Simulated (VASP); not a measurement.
Set up this calculation in VASP 6.6.1, as the native input.

```yaml
Task: single point
Functional: PBE
Potentials_or_basis: VASP PAW PBE potentials, release 64 (B, N)
Cutoff: 600 eV
k_mesh: 1 × 1 × 1, shifted
Occupations: gaussian, width 0.01 eV
Spin: no spin polarisation
Dipole_correction: no
Further_INCAR_settings: ALGO = Normal; EDIFF = 1e-06; NBANDS = 11
```

The structure of BN lies in POSCAR:

```
BN
1.0
    0.0000000000      1.7109940800      1.7109940800
    1.7109940800      0.0000000000      1.7109940800
    1.7109940800      1.7109940800      0.0000000000
B N
1 1
Direct
    0.0000000000      0.0000000000      0.0000000000
    0.3459115200      0.1937097700      0.2736899800
```

The input as run:

INCAR

```
PREC = Accurate
ENCUT = 600
EDIFF = 1E-6
ISMEAR = 0
SIGMA = 0.01
LREAL = F
LASPH = T
NELM = 120
ALGO = Normal
ISIF = 2
LWAVE = F
LCHARG = F
GGA = PE
NBANDS = 11
GGA_COMPAT = F
```

KPOINTS

```
Automatic mesh
0
Gamma
  1 1 1
  0.5 0.5 0.5
```

Potentials or basis: VASP PAW PBE potentials, release 64 (B, N).

Run with:

```console
$ cat potpaw_PBE.64/B/POTCAR potpaw_PBE.64/N/POTCAR > POTCAR
$ mpirun -np 1 vasp_std > vasp.out
```

Results of the run:

| Quantity | Value |
| --- | --- |
| Pressure | 145.2 GPa |
| Largest force | 11.771 eV/Å |
| Band gap on the k mesh | 8.11 eV, indirect (least direct gap 8.27 eV) |

Caveat: the k points lie up to 3.18 Å⁻¹ apart; forces of over 1 eV/Å act on the atoms, so gaps and moduli don't describe the material at rest.

Wall time 2 s on 1 thread of Intel Xeon 6455B, on a shared host, peak memory 0.11 GiB.
